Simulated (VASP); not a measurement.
# Cu3O2 (I4/mmm) in VASP: a series of runs, part 2 of 2

VASP 6.6.1. Earlier steps stand in the parts before.

**4. Single point, PBE**

This run uses another cell than the first one, of 11.62 Å³/atom.

The input, INCAR:

```
SYSTEM = Cu3O2
ALGO = Normal
EDIFF = 1E-7
ENCUT = 520
GGA = PE
ISIF = 2
ISMEAR = 0
LASPH = .TRUE.
LCHARG = .FALSE.
LREAL = .FALSE.
LWAVE = .FALSE.
NBANDS = 30
NELM = 60
PREC = Accurate
SIGMA = 0.15
```

The input, KPOINTS:

```
k-points
0
G
  14 14 14
  0 0 0
```

The input, POSCAR:

```
Cu3O2
1.0
   -2.0740000000      2.0740000000      3.3770500000
    2.0740000000     -2.0740000000      3.3770500000
    2.0740000000      2.0740000000     -3.3770500000
Cu O
3 2
Direct
    0.2500000000      0.7500000000      0.5000000000
    0.7500000000      0.2500000000      0.5000000000
    0.0000000000      0.0000000000      0.0000000000
    0.0000000000      0.5000000000      0.5000000000
    0.5000000000      0.0000000000      0.5000000000
```

Potentials or basis: VASP PAW PBE potentials, release 64 (Cu, O).

Command:

```bash
> cat potpaw_PBE.64/Cu/POTCAR potpaw_PBE.64/O/POTCAR > POTCAR
> mpirun -np 1 vasp_std > vasp.out
```

OUTCAR:

```text
SYSTEM = Cu3O2
   EDIFF = 1E-7
   ENCUT = 520
   GGA = PE
   ISIF = 2
   ISMEAR = 0
   LASPH = .TRUE.
   LREAL = .FALSE.
   NELM = 60
   PREC = Accurate

 ion  position               nearest neighbor table
   1  0.250  0.750  0.500-   4 1.69   5 1.69   3 2.67   3 2.67   3 2.67   3 2.67
   2  0.750  0.250  0.500-   4 1.69   5 1.69   3 2.67   3 2.67   3 2.67   3 2.67
   3  0.000  0.000  0.000-   4 2.07   5 2.07   4 2.07   5 2.07   2 2.67   1 2.67   1 2.67   2 2.67
                             2 2.67   1 2.67   1 2.67   2 2.67
   4  0.000  0.500  0.500-   1 1.69   2 1.69   3 2.07   3 2.07
   5  0.500  0.000  0.500-   1 1.69   2 1.69   3 2.07   3 2.07

  LATTYP: Found a body centered tetragonal cell.
 ALAT       =     4.1480000000
 C/A-ratio  =     1.6282786885

  Lattice vectors:

 A1 = (  -2.0740000000,   2.0740000000,   3.3770500000)
 A2 = (   2.0740000000,  -2.0740000000,   3.3770500000)
 A3 = (   2.0740000000,   2.0740000000,  -3.3770500000)

Analysis of symmetry for initial positions (statically):
=====================================================================
 Subroutine PRICEL returns:
 Original cell was already a primitive cell.

 Routine SETGRP: Setting up the symmetry group for a
 body centered tetragonal supercell.

 Subroutine GETGRP returns: Found 16 space group operations
 (whereof 16 operations were pure point group operations)
 out of a pool of 16 trial point group operations.

The static configuration has the point symmetry D_4h.

Analysis of symmetry for dynamics (positions and initial velocities):
=====================================================================
 Subroutine PRICEL returns:
 Original cell was already a primitive cell.

 Routine SETGRP: Setting up the symmetry group for a
 body centered tetragonal supercell.

 Subroutine GETGRP returns: Found 16 space group operations
 (whereof 16 operations were pure point group operations)
 out of a pool of 16 trial point group operations.

The dynamic configuration has the point symmetry D_4h.

 Subroutine INISYM returns: Found 16 space group operations
 (whereof 16 operations are pure point group operations),
 and found     1 'primitive' translations

----------------------------------------------------------------------------------------

                                     Primitive cell

  volume of cell :      58.1052

  direct lattice vectors                    reciprocal lattice vectors
    -2.074000000  2.074000000  3.377050000     0.000000000  0.241080039  0.148058216
     2.074000000 -2.074000000  3.377050000     0.241080039  0.000000000  0.148058216
     2.074000000  2.074000000 -3.377050000     0.241080039  0.241080039  0.000000000

  length of vectors
     4.472965314  4.472965314  4.472965314     0.282914864  0.282914864  0.340938660

  position of ions in fractional coordinates (direct lattice)
     0.250000000  0.750000000  0.500000000
     0.750000000  0.250000000  0.500000000
     0.000000000  0.000000000  0.000000000
     0.000000000  0.500000000  0.500000000
     0.500000000  0.000000000  0.500000000

[... 28 lines left out ...]

 Subroutine IBZKPT returns following result:
 ===========================================

 Found    244 irreducible k-points:

 Following reciprocal coordinates:
            Coordinates               Weight
  0.000000  0.000000  0.000000      1.000000
  0.071429  0.000000 -0.000000      8.000000
  0.142857  0.000000  0.000000      8.000000
  0.214286  0.000000 -0.000000      8.000000
  0.285714  0.000000  0.000000      8.000000
  0.357143 -0.000000  0.000000      8.000000
[... 16 lines left out ...]
  0.214286  0.142857 -0.000000     16.000000
  0.285714  0.142857  0.000000     16.000000
 [... further k-points ...]
   k-points           NKPTS =    244   k-points in BZ     NKDIM =    244   number of bands    NBANDS=     30
   number of dos      NEDOS =    301   number of ions     NIONS =      5
   total plane-waves  NPLWV =  46656
   dimension x,y,z NGX =    36 NGY =   36 NGZ =   36
   dimension x,y,z NGXF=    72 NGYF=   72 NGZF=   72
   ions per type =               3   2
   NGX,Y,Z   is equivalent  to a cutoff of  13.38, 13.38, 13.38 a.u.
   NGXF,Y,Z  is equivalent  to a cutoff of  26.76, 26.76, 26.76 a.u.
 SYSTEM =  Cu3O2
   PREC   = accura    normal or accurate (medium, high low for compatibility)
   ISTART =      0    job   : 0-new  1-cont  2-samecut
   ICHARG =      2    charge: 1-file 2-atom 10-const
   ISPIN  =      1    spin polarized calculation?
   LNONCOLLINEAR =      F non collinear calculations
   LSORBIT =      F    spin-orbit coupling
   LASPH  =      T    aspherical Exc in radial PAW
   ENCUT  =  520.0 eV  38.22 Ry    6.18 a.u.   8.32  8.32  8.32*2*pi/ulx,y,z
   NELM   =     60;   NELMIN=  2; NELMDL= -5     # of ELM steps
   EDIFF  = 0.1E-06   stopping-criterion for ELM
   LREAL  =      F    real-space projection
   EDIFFG = 0.1E-05   stopping-criterion for IOM
   NSW    =      0    number of steps for IOM
   IBRION =     -1    ionic relax: 0-MD 1-quasi-New 2-CG
   NFREE  =      0    steps in history (QN), initial steepest desc. (CG)
   ISIF   =      2    stress and relaxation
   ISYM   =      2    0-nonsym 1-usesym 2-fastsym
   POTIM  = 0.5000    time-step for ionic-motion
   TEBEG  =    0.0;   TEEND  =   0.0 temperature during run
   PSTRESS=    0.0 pullay stress
   NELECT =      45.0000    total number of electrons
   NUPDOWN=      -1.0000    fix difference up-down
   EMIN   =  10.00;   EMAX   =-10.00  energy-range for DOS
   EFERMI =   0.00;   METHOD = LEGACY
   ISMEAR =     0;   SIGMA  =   0.15  broadening in eV -4-tet -1-fermi 0-gaus
   EFERMI_NEDOS =   21; number of points for ismear=-14 and -15
   IALGO  =     38    algorithm
   IMIX   =      4    mixing-type and parameters
     AMIX     =   0.40;   BMIX     =  1.00
     AMIX_MAG =   1.60;   BMIX_MAG =  1.00
  volume/ion in A,a.u.               =      11.62        78.42
  Fermi-wavevector in a.u.,A,eV,Ry     =   1.503398  2.841011 30.751969  2.260206
  Thomas-Fermi vector in A             =   2.614514
   LORBIT       =      0    0 simple, 1 ext, 2 COOP (PROOUT), +10 PAW based schemes
   GGA     = PE    functional components
   LHFCALC =     F    Hartree Fock is set to
   AEXX    =    0.0000 exact exchange contribution
   IVDW    =     0    specifies the selected vdW correction
   LEPSILON=     F    determine dielectric tensor
   LRPA    =     F    only Hartree local field effects (RPA)
 non-spin polarized calculation
 Gauss-broadening in eV      SIGMA  =   0.15
  energy-cutoff  :      520.00
  volume of cell :       58.11
 maximum number of plane-waves:      1593
 NGX is ok and might be reduce to    36
   NGX = 17   NGY = 17   NGZ = 17

 number of electron      45.0000027 magnetization

 Free energy of the ion-electron system (eV)
  ---------------------------------------------------
  ext. energy  EPLUGINS =         0.00000000
  ---------------------------------------------------
  free energy    TOTEN  =       -21.91720301 eV

  energy without entropy =      -21.88560687  energy(sigma->0) =      -21.90140494

 E-fermi :   4.9159     XC(G=0): -11.2868

 val. band max:        4.9133555304   @ k =   0.2857   0.1429   0.0714
 cond. band min:       4.9226719567   @ k =  -0.2857   0.2857   0.1429
 fundamental gap:      0.0093164263
 Fermi energy:         4.9159429954

 k-point     1 :       0.0000    0.0000    0.0000
  band No.  band energies     occupation
      1     -15.1561      2.00000
      2     -13.7667      2.00000
      3      -3.2546      2.00000
      4      -1.5721      2.00000
      5      -1.5721      2.00000
      6      -0.4509      2.00000
[... 781 lines left out ...]
     29      14.9623      0.00000
     30      16.1789      0.00000

 [... further k-points ...]

------------------------ aborting loop because EDIFF is reached ----------------------------------------

  FORCE on cell =-STRESS in cart. coord.  units (eV):
  Direction    XX          YY          ZZ          XY          YZ          ZX
  --------------------------------------------------------------------------------------
  -------------------------------------------------------------------------------------
  Total        1.3756564      1.3756564     21.2830736      0.0000000     -0.0000000      0.0000000
  in kB       37.9319854     37.9319854    586.8538307      0.0000000     -0.0000000      0.0000000
  external PRESSURE =     220.9059338 kB  Pullay stress =       0.0000000 kB

 VOLUME and BASIS-vectors are now :
 -----------------------------------------------------------------------------
  energy-cutoff  :      520.00
  volume of cell :       58.11
      direct lattice vectors                 reciprocal lattice vectors
    -2.074000000  2.074000000  3.377050000     0.000000000  0.241080039  0.148058216
     2.074000000 -2.074000000  3.377050000     0.241080039  0.000000000  0.148058216
     2.074000000  2.074000000 -3.377050000     0.241080039  0.241080039  0.000000000

 POSITION                                       TOTAL-FORCE (eV/Angst)
 -----------------------------------------------------------------------------------
      2.07400      0.00000      1.68853         0.000000     -0.000000      0.000000
      0.00000      2.07400      1.68853        -0.000000      0.000000     -0.000000
      0.00000      0.00000      0.00000         0.000000      0.000000     -0.000000
      2.07400      0.00000      0.00000         0.000000      0.000000     -0.000000
      0.00000      2.07400      0.00000         0.000000      0.000000     -0.000000
 -----------------------------------------------------------------------------------
    total drift:                                0.000000      0.000000      0.000000

  FREE ENERGIE OF THE ION-ELECTRON SYSTEM (eV)
  ---------------------------------------------------
  free  energy   TOTEN  =       -21.9172030103 eV

  energy  without entropy=      -21.8856068707  energy(sigma->0) =      -21.90140494
```

stdout:

```text
POSCAR found type information on POSCAR CuO
 POSCAR found :  2 types and       5 ions
 scaLAPACK will be used
 LDA part: xc-table for (Slater+PW92), standard interpolation
 POSCAR, INCAR and KPOINTS ok, starting setup
 FFT: planning ... GRIDC
 FFT: planning ... GRID_SOFT
 FFT: planning ... GRID
 WAVECAR not read
 entering main loop
```

Run time: 13 min. Hardware: 1 thread of Intel Xeon 8259CL, shared host; peak memory 0.46 GiB.

Results:

* Free energy: -21.9172 eV
* Pressure: 22.1 GPa
* Band gap on the k mesh: zero (an odd number of electrons rules out a gap without spin polarisation)

Levels at points of the mesh, in eV from the Fermi level:
| k point | band 20 | band 21 | band 22 | band 23 | band 24 | band 25 | band 26 | band 27 |
| --- | --- | --- | --- | --- | --- | --- | --- | --- |
| (0.00, 0.00, 0.00) | -1.78 | -0.56 | -0.56 | 0.35 | 1.12 | 5.16 | 5.16 | 7.17 |
| (0.50, 0.00, 0.00) | -1.37 | -0.96 | -0.70 | -0.19 | 3.47 | 3.64 | 7.79 | 8.39 |
| (0.50, 0.50, 0.00) | -0.69 | -0.34 | -0.29 | 0.57 | 0.95 | 3.74 | 4.27 | 8.90 |
| (0.50, 0.50, 0.50) | -1.92 | -1.29 | -0.12 | -0.12 | 2.95 | 5.69 | 6.41 | 6.41 |

Caveat: the stress differs along the axes, from 4 to 59 GPa. With open d or f shells a metallic result of PBE can be an artefact of self-interaction; +U or a hybrid may open a gap.

**5. Summary**

| cell | gap on the mesh (eV) | pressure (GPa) |
| --- | --- | --- |
| a = 4.897 Å, angles 130.9, 130.9, 71.9°, 5 atoms | none | -11.2 |
| a = 4.793 Å, angles 128.2, 128.2, 76.3°, 5 atoms | none | -8.2 |
| a = 4.473 Å, angles 124.8, 124.8, 82.0°, 5 atoms | none | 22.1 |

Alike in all rows: task single point; level PBE; potentials or basis VASP PAW PBE potentials, release 64 (Cu, O); no spin polarisation; k mesh 14 × 14 × 14; cutoff (eV) 520; smearing gaussian 0.15 eV.

Caveats: the stress differs along the axes, from -25 to -5 GPa (at least some runs); the stress differs along the axes, from -13 to -6 GPa (at least some runs); the stress differs along the axes, from 4 to 59 GPa (at least some runs).

Absolute energies hang on the potentials; compare differences alone.
